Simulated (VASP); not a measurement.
Runs of VASP 6.6.1 on TiAl. The structure is that of space group P4/mmm (No. 123), or close to it. The cells are those of the table. 

```csv
cell,further INCAR settings,gap on the mesh (eV),pressure (GPa)
"a = 2.952, b = 3.468, c = 3.124 Å, 2 atoms",ALGO = Fast; EDIFF = 1e-06; NBANDS = 14,none,-5.0
"a = 3.038, b = 3.296, c = 3.124 Å, 2 atoms",ALGO = Fast; EDIFF = 1e-07; NBANDS = 14,none,(a)
"a = 2.866, b = 3.296, c = 3.124 Å, 2 atoms",ALGO = Fast; EDIFF = 1e-06; NBANDS = 14,none,5.0
"a = 2.780, b = 3.296, c = 3.124 Å, 2 atoms",ALGO = Fast; EDIFF = 1e-06; NBANDS = 14,none,9.9
"a = 2.952, b = 3.210, c = 3.124 Å, 2 atoms",ALGO = Fast; EDIFF = 1e-07; NBANDS = 14,none,(b)
```

Alike in all rows: task single point; level LDA; potentials or basis VASP PAW LDA potentials, release 64 (Ti_sv, Al); no spin polarisation; k mesh 14 × 14 × 14; cutoff (eV) 520; smearing gaussian 0.15 eV.

Estimate the missing entries.

(a) -2.7; (b) 4.3.

Caveats: the stress differs along the axes, from -9 to 1 GPa (at least some runs); the stress differs along the axes, from -5 to 1 GPa (at least some runs); the stress differs along the axes, from 2 to 9 GPa (at least some runs); the stress differs along the axes, from 6 to 13 GPa (at least some runs); the cell stands under pressure (at least some runs).

A gap of «none» marks levels without a gap at the run's occupations.
